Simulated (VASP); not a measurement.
The system is Al3Os.

```xyz
4
Lattice="3.8355 0.0000 0.0000 0.0000 3.8355 0.0000 0.0000 0.0000 3.7961" Properties=species:S:1:pos:R:3 pbc="T T T"
Al    0.0000    1.9178    1.8981
Al    1.9178    0.0000    1.8981
Al    1.9178    1.9178    0.0000
Os    0.0000    0.0000    0.0000
```

| Property | Result |
| --- | --- |
| Program | VASP 6.6.1 |
| Task | relaxation of cell and atoms |
| Functional | PBE |
| Potentials or basis | VASP PAW PBE potentials, release 64 (Al, Os) |
| Cutoff | 600 eV |
| k mesh | 4 × 4 × 4 |
| Occupations | gaussian, width 0.1 eV |
| Spin | no spin polarisation |

At the start: pressure 6.5 GPa; volume 13.96 Å³/atom.

How do energy, volume and symmetry change on relaxing?

Over 5 steps the energy falls by 10.8 meV/atom and the volume is 14.48 Å³/atom (+3.7 %); space group Pm-3m (No. 221, to 0.05 Å).

The path:
```tsv
step	energy change (eV)	largest force (eV/Å)	pressure (GPa)	volume (Å³)
1	0.0000	0.0000	6.48	55.85
2	0.0107	0.0000	-6.38	60.53
3	-0.0423	0.0000	-0.11	57.99
4	-0.0423	0.0000	0.02	57.95
5	-0.0430	0.0000	0.06	57.93
```

Final structure:
```
Al Os
1.0
     3.87298    0.00000    0.00000
     0.00000    3.87298    0.00000
     0.00000    0.00000    3.86210
Al Os
3 1
Direct
  0.00000 0.50000 0.50000
  0.50000 0.00000 0.50000
  0.50000 0.50000 0.00000
  0.00000 0.00000 0.00000
```

Caveat: the k points lie up to 0.41 Å⁻¹ apart in the final cell.
